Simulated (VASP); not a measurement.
# Si (P6_3/mmc) in VASP: further runs, part 2 of 2

VASP 6.6.1. Earlier steps stand in the parts before.

## Step 4: Single point, r2SCAN

This run uses another cell than the first one, of 13.77 Å³/atom.

File POSCAR:

```
Si
1.0
    2.6753650607      0.0000000000      0.0000000000
   -1.3376825303      2.3169341069      0.0000000000
    0.0000000000      0.0000000000      8.8870317714
Si
4
Direct
    0.0000000000      1.0000000000      0.0000000000
    0.0000000000      1.0000000000      0.5000000000
    0.3333333333      0.6666666667      0.2500000000
    0.6666666667      0.3333333333      0.7500000000
```

File INCAR.step1:

```
SYSTEM = Si
PREC = Accurate ; ENCUT = 520
ISMEAR = -1 ; SIGMA = 0.1
LREAL = .False. ; LASPH = .True.
NELM = 60 ; NBANDS = 16
GGA = PE ; ALGO = Normal
EDIFF = 1E-4 ; LWAVE = .True.
LCHARG = .False.
```

File INCAR.step2:

```
SYSTEM = Si
PREC = Accurate ; ENCUT = 520
EDIFF = 1E-6 ; ISMEAR = -1
SIGMA = 0.1 ; LREAL = .False.
LASPH = .True. ; NELM = 60
ALGO = Normal ; ISIF = 2
LWAVE = .False. ; LCHARG = .True.
METAGGA = R2SCAN ; LMIXTAU = .True.
LELF = .True. ; LVHAR = .True.
NBANDS = 16 ; ISTART = 1
```

File KPOINTS:

```
regular mesh
0
Gamma
  18 18 5
  0 0 0
```

Potentials or basis: VASP PAW PBE potentials, release 64 (Si).

The run is started by

```bash
$ cat potpaw_PBE.64/Si/POTCAR > POTCAR
$ cp INCAR.step1 INCAR
$ mpirun -np 1 vasp_std > vasp.out
$ cp INCAR.step2 INCAR
$ mpirun -np 1 vasp_std > vasp.out
```

OUTCAR:

```text
SYSTEM = Si
   PREC = Accurate
   ENCUT = 520
   EDIFF = 1E-6
   ISMEAR = -1
   LREAL = .False.
   LASPH = .True.
   NELM = 60
   ISIF = 2
   METAGGA = R2SCAN
   ISTART = 1

 ion  position               nearest neighbor table
   1  0.000  0.000  0.000-   3 2.71   4 2.71   3 2.71   4 2.71   4 2.71   3 2.71
   2  0.000  0.000  0.500-   3 2.71   4 2.71   3 2.71   4 2.71   4 2.71   3 2.71
   3  0.333  0.667  0.250-   1 2.71   2 2.71   1 2.71   2 2.71   1 2.71   2 2.71
   4  0.667  0.333  0.750-   1 2.71   2 2.71   1 2.71   2 2.71   1 2.71   2 2.71

  LATTYP: Found a hexagonal cell.
 ALAT       =     2.6753650607
 C/A-ratio  =     3.3218015373

  Lattice vectors:

 A1 = (   2.6753650607,   0.0000000000,   0.0000000000)
 A2 = (  -1.3376825303,   2.3169341069,   0.0000000000)
 A3 = (   0.0000000000,   0.0000000000,   8.8870317714)

Analysis of symmetry for initial positions (statically):
=====================================================================
 Subroutine PRICEL returns:
 Original cell was already a primitive cell.

 Routine SETGRP: Setting up the symmetry group for a
 hexagonal supercell.

 Subroutine GETGRP returns: Found 24 space group operations
 (whereof 12 operations were pure point group operations)
 out of a pool of 24 trial point group operations.

The static configuration has the point symmetry D_3d.
 The point group associated with its full space group is D_6h.

Analysis of symmetry for dynamics (positions and initial velocities):
=====================================================================
 Subroutine PRICEL returns:
 Original cell was already a primitive cell.

 Routine SETGRP: Setting up the symmetry group for a
 hexagonal supercell.

 Subroutine GETGRP returns: Found 24 space group operations
 (whereof 12 operations were pure point group operations)
 out of a pool of 24 trial point group operations.

The dynamic configuration has the point symmetry D_3d.
 The point group associated with its full space group is D_6h.

 Subroutine INISYM returns: Found 24 space group operations
 (whereof 12 operations are pure point group operations),
 and found     1 'primitive' translations

----------------------------------------------------------------------------------------

                                     Primitive cell

  volume of cell :      55.0876

  direct lattice vectors                    reciprocal lattice vectors
     2.675365061  0.000000000  0.000000000     0.373780765  0.215802425  0.000000000
    -1.337682530  2.316934107  0.000000000     0.000000000  0.431604851  0.000000000
     0.000000000  0.000000000  8.887031771     0.000000000  0.000000000  0.112523509

  length of vectors
     2.675365061  2.675365061  8.887031771     0.431604851  0.431604851  0.112523509

  position of ions in fractional coordinates (direct lattice)
     0.000000000  0.000000000  0.000000000
     0.000000000  0.000000000  0.500000000
     0.333333333  0.666666667  0.250000000
     0.666666667  0.333333333  0.750000000

  ion indices of the primitive-cell ions
   primitive index   ion index
[... 26 lines left out ...]
 Subroutine IBZKPT returns following result:
 ===========================================

 Found    111 irreducible k-points:

 Following reciprocal coordinates:
            Coordinates               Weight
  0.000000  0.000000  0.000000      1.000000
  0.055556 -0.000000  0.000000      6.000000
  0.111111 -0.000000  0.000000      6.000000
  0.166667 -0.000000  0.000000      6.000000
  0.222222 -0.000000  0.000000      6.000000
  0.277778 -0.000000  0.000000      6.000000
[... 16 lines left out ...]
  0.333333  0.111111  0.000000     12.000000
  0.388889  0.111111  0.000000     12.000000
 [... further k-points ...]
   k-points           NKPTS =    111   k-points in BZ     NKDIM =    111   number of bands    NBANDS=     16
   number of dos      NEDOS =    301   number of ions     NIONS =      4
   total plane-waves  NPLWV =  28000
   dimension x,y,z NGX =    20 NGY =   20 NGZ =   70
   dimension x,y,z NGXF=    40 NGYF=   40 NGZF=  140
   ions per type =               4
   NGX,Y,Z   is equivalent  to a cutoff of  12.43, 12.43, 13.09 a.u.
   NGXF,Y,Z  is equivalent  to a cutoff of  24.86, 24.86, 26.19 a.u.
 SYSTEM =  Si
   PREC   = accura    normal or accurate (medium, high low for compatibility)
   ISTART =      1    job   : 0-new  1-cont  2-samecut
   ICHARG =      0    charge: 1-file 2-atom 10-const
   ISPIN  =      1    spin polarized calculation?
   LNONCOLLINEAR =      F non collinear calculations
   LSORBIT =      F    spin-orbit coupling
   LASPH  =      T    aspherical Exc in radial PAW
   ENCUT  =  520.0 eV  38.22 Ry    6.18 a.u.   4.97  4.97 16.52*2*pi/ulx,y,z
   NELM   =     60;   NELMIN=  2; NELMDL=  0     # of ELM steps
   EDIFF  = 0.1E-05   stopping-criterion for ELM
   LREAL  =      F    real-space projection
   EDIFFG = 0.1E-04   stopping-criterion for IOM
   NSW    =      0    number of steps for IOM
   IBRION =     -1    ionic relax: 0-MD 1-quasi-New 2-CG
   NFREE  =      0    steps in history (QN), initial steepest desc. (CG)
   ISIF   =      2    stress and relaxation
   ISYM   =      2    0-nonsym 1-usesym 2-fastsym
   POTIM  = 0.5000    time-step for ionic-motion
   TEBEG  =    0.0;   TEEND  =   0.0 temperature during run
   PSTRESS=    0.0 pullay stress
   NELECT =      16.0000    total number of electrons
   NUPDOWN=      -1.0000    fix difference up-down
   EMIN   =  10.00;   EMAX   =-10.00  energy-range for DOS
   EFERMI =   0.00;   METHOD = LEGACY
   ISMEAR =    -1;   SIGMA  =   0.10  broadening in eV -4-tet -1-fermi 0-gaus
   EFERMI_NEDOS =   21; number of points for ismear=-14 and -15
   IALGO  =     38    algorithm
   IMIX   =      4    mixing-type and parameters
     AMIX     =   0.40;   BMIX     =  1.00
     AMIX_MAG =   1.60;   BMIX_MAG =  1.00
  volume/ion in A,a.u.               =      13.77        92.94
  Fermi-wavevector in a.u.,A,eV,Ry     =   1.084169  2.048782 15.992594  1.175423
  Thomas-Fermi vector in A             =   2.220253
   LORBIT       =      0    0 simple, 1 ext, 2 COOP (PROOUT), +10 PAW based schemes
   METAGGA = R2SCAN    functional components
   LHFCALC =     F    Hartree Fock is set to
   AEXX    =    0.0000 exact exchange contribution
   IVDW    =     0    specifies the selected vdW correction
   LEPSILON=     F    determine dielectric tensor
   LRPA    =     F    only Hartree local field effects (RPA)
 non-spin polarized calculation
  energy-cutoff  :      520.00
  volume of cell :       55.09
 maximum number of plane-waves:      1512
 NGX is ok and might be reduce to    20
   NGX =  9   NGY =  9   NGZ = 33

 number of electron      16.0000000 magnetization

 Free energy of the ion-electron system (eV)
  ---------------------------------------------------
  ext. energy  EPLUGINS =         0.00000000
  ---------------------------------------------------
  free energy    TOTEN  =       -32.20499216 eV

  energy without entropy =      -32.15641134  energy(sigma->0) =      -32.18070175

 E-fermi :  10.8735     XC(G=0): -12.1967

 val. band max:       10.8694178317   @ k =   0.3333   0.2778   0.4000
 cond. band min:      10.8741953767   @ k =   0.2778   0.2222   0.4000
 fundamental gap:      0.0047775450
 Fermi energy:        10.8734830127

 k-point     1 :       0.0000    0.0000    0.0000
  band No.  band energies     occupation
      1      -4.9839      2.00000
      2      -3.0381      2.00000
      3      -3.0347      2.00000
      4       2.4498      2.00000
      5       2.9766      2.00000
      6      11.9357      0.00005
[... 433 lines left out ...]
      3       2.7782      2.00000
      4       4.0103      2.00000
      5       5.7931      2.00000
      6       5.8966      2.00000
[... 8 lines left out ...]
     15      17.2196      0.00000
     16      18.1855      0.00000

 [... further k-points ...]

------------------------ aborting loop because EDIFF is reached ----------------------------------------

  FORCE on cell =-STRESS in cart. coord.  units (eV):
  Direction    XX          YY          ZZ          XY          YZ          ZX
  --------------------------------------------------------------------------------------
  -------------------------------------------------------------------------------------
  Total       -0.1932525     -0.1932525      0.3593922     -0.0000000     -0.0000000      0.0000000
  in kB       -5.6205931     -5.6205931     10.4526351     -0.0000000     -0.0000000      0.0000000
  external PRESSURE =      -0.2628504 kB  Pullay stress =       0.0000000 kB

 VOLUME and BASIS-vectors are now :
 -----------------------------------------------------------------------------
  energy-cutoff  :      520.00
  volume of cell :       55.09
      direct lattice vectors                 reciprocal lattice vectors
     2.675365061  0.000000000  0.000000000     0.373780765  0.215802425  0.000000000
    -1.337682530  2.316934107  0.000000000     0.000000000  0.431604851  0.000000000
     0.000000000  0.000000000  8.887031771     0.000000000  0.000000000  0.112523509

 POSITION                                       TOTAL-FORCE (eV/Angst)
 -----------------------------------------------------------------------------------
      0.00000      0.00000      0.00000        -0.000000      0.000000      0.000000
      0.00000      0.00000      4.44352        -0.000000      0.000000      0.000000
     -0.00000      1.54462      2.22176        -0.000000      0.000000      0.000000
      1.33768      0.77231      6.66527         0.000000     -0.000000     -0.000000
 -----------------------------------------------------------------------------------
    total drift:                               -0.000000      0.000000     -0.000000

  FREE ENERGIE OF THE ION-ELECTRON SYSTEM (eV)
  ---------------------------------------------------
  free  energy   TOTEN  =       -32.2049921588 eV

  energy  without entropy=      -32.1564113433  energy(sigma->0) =      -32.18070175
```

Run time: 2.9 min. Hardware: 1 thread of Intel Xeon Platinum 8488C (Sapphire Rapids), shared host; peak memory 0.21 GiB.

Results:

- Free energy: -32.2050 eV
- Pressure: 0.0 GPa
- Band gap on the k mesh: zero (bands 8 and 9 overlap by 13.85 eV)

Levels at points of the mesh, in eV from the Fermi level:
| k point | band 4 | band 5 | band 6 | band 7 | band 8 | band 9 | band 10 | band 11 | band 12 | band 13 |
| --- | --- | --- | --- | --- | --- | --- | --- | --- | --- | --- |
| (0.00, 0.00, 0.00) | -8.42 | -7.90 | 1.06 | 1.06 | 9.61 | 9.61 | 10.14 | 10.14 | 11.07 | 11.07 |
| (0.50, 0.00, 0.00) | -6.98 | -6.83 | -6.52 | -1.66 | -1.45 | -1.34 | -0.61 | 3.80 | 5.49 | 5.50 |

Caveat: the PAW data sets were made with another functional, which shifts forces and pressure a little.

## Step 5: The runs side by side

```csv
cell,k mesh,gap on the mesh (eV),pressure (GPa)
"a = 2.745, b = 2.745, c = 9.118 Å, angles 90.0, 90.0, 120.0°, 4 atoms",15 × 15 × 4,none,-5.7
"a = 2.778, b = 2.778, c = 9.229 Å, angles 90.0, 90.0, 120.0°, 4 atoms",15 × 15 × 4,none,-7.6
"a = 2.675, b = 2.675, c = 8.887 Å, angles 90.0, 90.0, 120.0°, 4 atoms",18 × 18 × 5,none,0.0
```

Alike in all rows: task single point; level r2SCAN; potentials or basis VASP PAW PBE potentials, release 64 (Si); no spin polarisation; cutoff (eV) 520; smearing fermi-dirac 0.1 eV.

Caveats: the PAW data sets were made with another functional, which shifts forces and pressure a little; the cell stands under tension (at least some runs).

Absolute energies hang on the potentials; compare differences alone.

The gap in the log of VASP goes by the Fermi energy; the results here count the filled bands.